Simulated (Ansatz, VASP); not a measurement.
## HfPdSe2: VASP beside Ansatz

```
Hf Pd Se
1.0
     3.77887    0.00000    0.00000
     0.00000    3.77887    0.00000
     0.00000    0.00000    5.75005
Hf Pd Se
1 1 2
Direct
  0.50000 0.50000 0.50000
  0.50000 0.50000 0.00000
  0.00000 0.00000 0.50000
  0.00000 0.00000 0.00000
```

Alike in both runs: functional PBE; k mesh 12 × 12 × 8; occupations gaussian, width 0.1 eV; no spin polarisation.

Ansatz relaxed the structure, and its values are those at the end. VASP's run is a single point on that final structure, the one shown.

```csv
,VASP,Ansatz
version,VASP 6.6.1,Ansatz 0.2.0
potentials or method,"VASP PAW PBE potentials, release 64 (Hf_pv, Pd, Se), cutoff 520 eV","scalar-relativistic, plane waves, PAW"
valence electrons in the cell,32,76
```

Ansatz gave:

* gap on the k mesh at the Fermi level (eV): none
* pressure (GPa): 0.0

Q: Which values does VASP return?

A: gap on the k mesh at the Fermi level (eV): none; pressure (GPa): -0.3.

A gap of «none» marks a metal or a gap that the smearing closes. VASP's potentials hold 32 valence electrons a cell and Ansatz's 76, so a difference there can come from the potentials and not from the codes.

Spin-orbit coupling is off throughout.
